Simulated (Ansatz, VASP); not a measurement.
# One calculation of MoS2, two programs

File INCAR:

```
SYSTEM = MoS2
  ALGO = Normal
  EDIFF = 1E-6
  ENCUT = 520
  GGA = PE
  ISIF = 2
  ISMEAR = 0
  IVDW = 12
  LASPH = .TRUE.
  LCHARG = .FALSE.
  LREAL = .FALSE.
  LWAVE = .FALSE.
  NBANDS = 20
  NELM = 100
  PREC = Accurate
  SIGMA = 0.05
```

The input KPOINTS:

```
k-points
0
G
  12 12 6
  0 0 0
```

The input POSCAR:

```
MoS2
1.0
    3.2384949447      0.0000000000      0.0000000000
   -1.6192474724      2.8046188921      0.0000000000
    0.0000000000      0.0000000000      6.2881035464
Mo S
1 2
Direct
    0.0000000000      0.0000000000      0.0000000000
    0.3333333333      0.6666666667      0.2356692374
    0.3333333333      0.6666666667      0.7643307626
```

Input for Ansatz:

```yaml
crystal:
  lattice:
    - [3.2384949447, 0.0, 0.0]
    - [-1.6192474724, 2.8046188921, 0.0]
    - [0.0, 0.0, 6.2881035464]
  atoms:
    - { symbol: Mo, position: [0.0, 0.0, 0.0] }
    - { symbol: S, position: [0.3333333333, 0.6666666667, 0.2356692374] }
    - { symbol: S, position: [0.3333333333, 0.6666666667, 0.7643307626] }
basis:
  ecutwfc: 420
kpoints:
  mp_grid: { grid: [12, 12, 6] }
hamiltonian:
  xc: pbe
  dispersion: d3bj
scf:
  occupations: { method: gaussian, width: 0.05 }
output:
  forces: true
  stress: true
  eigenvalues: true
```

Alike in both runs: task single point; functional PBE; dispersion D3(BJ); k mesh 12 × 12 × 6; occupations gaussian, width 0.05 eV; no spin polarisation.

|  | VASP | Ansatz |
| --- | --- | --- |
| version | VASP 6.6.1 | Ansatz 0.2.0 |
| potentials or method | VASP PAW PBE potentials, release 64 (Mo_sv, S), cutoff 520 eV | scalar-relativistic, plane waves, PAW |
| valence electrons in the cell | 26 | 26 |

```tsv
	VASP	Ansatz	Ansatz less VASP
gap on the k mesh at the Fermi level (eV)	0.21	0.19	-0.018
least direct gap on the mesh (eV)	1.36	1.35	-0.003
pressure (GPa)	0.9	1.1	+0.14
traceless stress, the component that is largest in VASP (GPa)	9.41	9.45	+0.040
rms of the force components (eV/Å)	0.467	0.475	+0.0078
```

Atom by atom the forces differ by 0.008 eV/Å (rms over components).
